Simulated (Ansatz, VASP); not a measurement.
## ZnO in VASP and in Ansatz

```
Zn O
1.0
     3.24626    0.00000    0.00000
    -1.62313    2.81134    0.00000
     0.00000    0.00000    5.24043
Zn O
2 2
Direct
  0.33333 0.66667 0.99797
  0.66667 0.33333 0.49797
  0.33333 0.66667 0.37703
  0.66667 0.33333 0.87703
```

Alike in both runs: task single point; functional PBE; k mesh 9 × 9 × 4; no spin polarisation.

|  | VASP | Ansatz |
| --- | --- | --- |
| version | VASP 6.6.1 | Ansatz 0.2.0 |
| potentials or method | VASP PAW PBE potentials, release 64 (Zn, O) | plane waves, PAW |
| plane-wave cutoff (eV) | 520 | 420 |
| occupations | gaussian, width 0.01 eV | fixed |
| valence electrons in the cell | 36 | 36 |

VASP gave:

```
gap on the k mesh at the Fermi level (eV) : 0.77
pressure (GPa)                            : 5.3
```

Problem. Estimate Ansatz's values.

Solution. gap on the k mesh at the Fermi level (eV): 0.79; pressure (GPa): 4.2.
